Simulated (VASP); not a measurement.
**Ge: single point with LDA**

Crystal: Ge.

```xyz
2
Lattice="2.8640 0.0000 0.0000 -1.4320 2.4803 0.0000 0.0000 0.0000 4.4464" Properties=species:S:1:pos:R:3 pbc="T T T"
Ge    0.0000    1.6536    1.1116
Ge    1.4320    0.8268    3.3348
```

This isn't the form of Ge at room conditions, which is diamond.

```yaml
Program: VASP 6.6.1
Task: single point
Functional: LDA
Potentials_or_basis: VASP PAW LDA potentials, release 64 (Ge_d)
Cutoff: 520 eV
k_mesh: 14 × 14 × 8
Occupations: fermi-dirac, width 0.1 eV
Spin: no spin polarisation
```

* Pressure: 13.3 GPa
* Band gap on the k mesh: zero (bands 14 and 15 overlap by 10.90 eV)

Stress tensor (GPa, compression positive):
```
12.22  0.00  0.00
 0.00 12.22  0.00
 0.00  0.00 15.37
```

Levels at points of the mesh, in eV from the Fermi level:
| k point | band 10 | band 11 | band 12 | band 13 | band 14 | band 15 | band 16 | band 17 | band 18 | band 19 |
| --- | --- | --- | --- | --- | --- | --- | --- | --- | --- | --- |
| (0.00, 0.00, 0.00) | -24.81 | -14.85 | -7.64 | -6.48 | 7.11 | 7.11 | 9.53 | 9.53 | 11.94 | 12.22 |
| (0.50, 0.00, 0.00) | -24.79 | -9.28 | -8.03 | -1.96 | -1.33 | -1.32 | 1.21 | 2.32 | 6.52 | 8.16 |
| (0.00, 0.00, 0.50) | -24.85 | -12.92 | -12.92 | 2.44 | 2.44 | 8.51 | 8.51 | 8.51 | 8.51 | 13.51 |
| (0.50, 0.00, 0.50) | -24.81 | -7.49 | -7.49 | -5.86 | -5.86 | 4.29 | 4.29 | 5.86 | 5.86 | 9.08 |

Wall time 72 s on 1 thread of Intel Xeon 8259CL (shared host), peak memory 0.18 GiB.

Caveat: the cell stands under pressure.
